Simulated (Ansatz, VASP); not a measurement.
# BN in VASP and in Ansatz

```xyz
2
Lattice="0.0000 1.8250 1.8250 1.8250 0.0000 1.8250 1.8250 1.8250 0.0000" Properties=species:S:1:pos:R:3 pbc="T T T"
N     0.9125    0.9125    0.9125
B     0.0000    0.0000    0.0000
```

Change from the starting cell: volume scaled by 1.02.

Alike in both runs: task single point; functional PBEsol; k mesh 13 × 13 × 13; occupations fermi-dirac, width 0.05 eV; no spin polarisation.

```csv
,VASP,Ansatz
version,VASP 6.6.1,Ansatz 0.2.0
potentials or method,"VASP PAW PBE potentials, release 64 (N, B), cutoff 520 eV","all-electron LAPW, scalar-relativistic"
```

VASP gave:

| Property | Result |
| --- | --- |
| gap on the k mesh at the Fermi level (eV) | 4.32 |
| least direct gap on the mesh (eV) | 8.63 |
| pressure (GPa) | -12.7 |

Question: Which values does Ansatz return?

Answer: gap on the k mesh at the Fermi level (eV): 4.33; least direct gap on the mesh (eV): 8.63; pressure (GPa): -13.2.

VASP's potentials were made for PBE, not for PBEsol. Ansatz ran all-electron here, and VASP with PAW potentials.
